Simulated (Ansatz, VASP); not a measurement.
**Two plane-wave programs on CoPtO2**

INCAR

```
PREC = Accurate ; ENCUT = 520
EDIFF = 1E-7 ; ISMEAR = -1
SIGMA = 0.05 ; LREAL = False
LASPH = True ; NELM = 60
ALGO = Normal ; ISIF = 2
LWAVE = False ; LCHARG = False
GGA = PE ; NBANDS = 24
```

The input KPOINTS:

```
regular mesh
0
Gamma
  12 12 12
```

File POSCAR:

```
CoPtO2
1.0
    1.4122699173      0.8153744169      5.9393891094
   -1.4122699173      0.8153744169      5.9393891094
    0.0000000000     -1.6307488338      5.9393891094
Co Pt O
1 1 2
Direct
    0.5000000000      0.5000000000      0.5000000000
    0.0000000000      0.0000000000      0.0000000000
    0.8877559700      0.8877559700      0.8877559700
    0.1122440300      0.1122440300      0.1122440300
```

Input for Ansatz:

```yaml
crystal:
  lattice:
    - [1.4122699173, 0.8153744169, 5.9393891094]
    - [-1.4122699173, 0.8153744169, 5.9393891094]
    - [0.0, -1.6307488338, 5.9393891094]
  atoms:
    - { symbol: Co, position: [0.5, 0.5, 0.5] }
    - { symbol: Pt, position: [0.0, 0.0, 0.0] }
    - { symbol: O, position: [0.88775597, 0.88775597, 0.88775597] }
    - { symbol: O, position: [0.11224403, 0.11224403, 0.11224403] }
kpoints:
  mp_grid: { grid: [12, 12, 12] }
scf:
  occupations: { method: fermi_dirac, width: 0.05 }
  lower_state_search: "off"
hamiltonian:
  xc: pbe
  pseudopotentials: { kind: paw }
output:
  forces: true
  stress: true
  eigenvalues: true
  write_density: true
  write_potential: true
  elf: true
  volumetric_format: npy
```

Alike in both runs: task single point; functional PBE; k mesh 12 × 12 × 12; occupations fermi-dirac, width 0.05 eV; no spin polarisation.

```csv
,VASP,Ansatz
version,VASP 6.6.1,Ansatz 0.2.0
potentials or method,"VASP PAW PBE potentials, release 64 (Co, Pt, O)","PAW with Ansatz's default frozen-core files, scalar-relativistic"
plane-wave cutoff (eV),520,420
valence electrons in the cell,31,47
```

```csv
,VASP,Ansatz,Ansatz less VASP
pressure (GPa),6.5,6.3,-0.13
"traceless stress, the component that is largest in VASP (GPa)",0.78,0.37,-0.405
rms of the force components (eV/Å),0.021,0.015,-0.0054
```

Atom by atom the forces differ by 0.005 eV/Å (rms over components). VASP's potentials hold 31 valence electrons a cell and Ansatz's 47, so a difference there can come from the potentials and not from the codes.

Neither program's run includes spin-orbit coupling.
